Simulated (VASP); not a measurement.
Here is a VASP 6.6.1 calculation.

INCAR

```
SYSTEM = AgI
ALGO = Normal ; EDIFF = 1E-6
ENCUT = 500 ; GGA = PE
GGA_COMPAT = .False. ; ISIF = 2
ISMEAR = -1 ; LASPH = .True.
LCHARG = .False. ; LREAL = .False.
LWAVE = .False. ; NBANDS = 26
NELM = 120 ; PREC = Accurate
SIGMA = 0.02
```

The input KPOINTS:

```
k-points
0
Gamma
  6 6 4
  0 0 0
```

File POSCAR:

```
AgI
1.0
    4.6512919221      0.0000000000      0.0000000000
   -2.3256459611      4.0281369650      0.0000000000
    0.0000000000      0.0000000000      7.5978539869
Ag I
2 2
Direct
    0.3333333333      0.6666666667      0.0024013965
    0.6666666667      0.3333333333      0.5024013965
    0.3333333333      0.6666666667      0.3774986035
    0.6666666667      0.3333333333      0.8774986035
```

Potentials or basis: VASP PAW PBE potentials, release 64 (Ag, I).

Command:

```bash
$ cat potpaw_PBE.64/Ag/POTCAR potpaw_PBE.64/I/POTCAR > POTCAR
$ mpirun -np 1 vasp_std > vasp.out
```

**Question.** Predict the pressure.

**Answer.** 0.6 GPa.

**Question.** Predict the band gap on the k mesh.

**Answer.** 1.37 eV.

Caveat: spin-orbit coupling is left out, which moves the levels of the heavy elements.
